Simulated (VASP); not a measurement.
Input of a VASP 6.6.1 run:

POSCAR

```
CsPbCl3
1.0
    5.6511203059      0.0000000000      0.0000000000
    0.0000000000      5.6511203059      0.0000000000
    0.0000000000      0.0000000000      5.6511203059
Pb Cs Cl
1 1 3
Direct
    0.5000000000      0.5000000000      0.5000000000
    0.0000000000      0.0000000000      0.0000000000
    0.5000000000      0.0000000000      0.5000000000
    0.0000000000      0.5000000000      0.5000000000
    0.5000000000      0.5000000000      0.0000000000
```

The input INCAR.step1:

```
SYSTEM = CsPbCl3
  ALGO = Normal
  EDIFF = 1E-4
  ENCUT = 520
  GGA = PE
  ISMEAR = -1
  LASPH = .TRUE.
  LCHARG = .FALSE.
  LREAL = .FALSE.
  LWAVE = .TRUE.
  NBANDS = 30
  NELM = 100
  PREC = Accurate
  SIGMA = 0.05
```

Contents of INCAR.step2:

```
SYSTEM = CsPbCl3
  ALGO = Normal
  EDIFF = 1E-7
  ENCUT = 520
  ISIF = 2
  ISMEAR = -1
  ISTART = 1
  IVDW = 13
  LASPH = .TRUE.
  LCHARG = .FALSE.
  LMIXTAU = .TRUE.
  LREAL = .FALSE.
  LWAVE = .FALSE.
  METAGGA = R2SCAN
  NBANDS = 30
  NELM = 100
  PREC = Accurate
  SIGMA = 0.05
  VDW_A1 = 0.51559235
  VDW_A2 = 5.77342911
  VDW_S6 = 1.0
  VDW_S8 = 0.6018749
```

File KPOINTS:

```
k-points
0
G
  5 5 5
  0 0 0
```

Potentials or basis: VASP PAW PBE potentials, release 64 (Pb_d, Cs_sv, Cl).

Command:

```sh
$ cat potpaw_PBE.64/Pb_d/POTCAR potpaw_PBE.64/Cs_sv/POTCAR potpaw_PBE.64/Cl/POTCAR > POTCAR
$ cp INCAR.step1 INCAR
$ mpirun -np 1 vasp_std > vasp.out
$ cp INCAR.step2 INCAR
$ mpirun -np 1 vasp_std > vasp.out
```

(1) What does it give for the band gap on the k mesh?

(2) What does it give for the pressure?

Answers

(1) 3.38 eV, direct.

(2) 0.0 GPa.

Caveat: the PAW data sets were made with another functional, which shifts forces and pressure a little; spin-orbit coupling is left out, which moves the levels of the heavy elements.
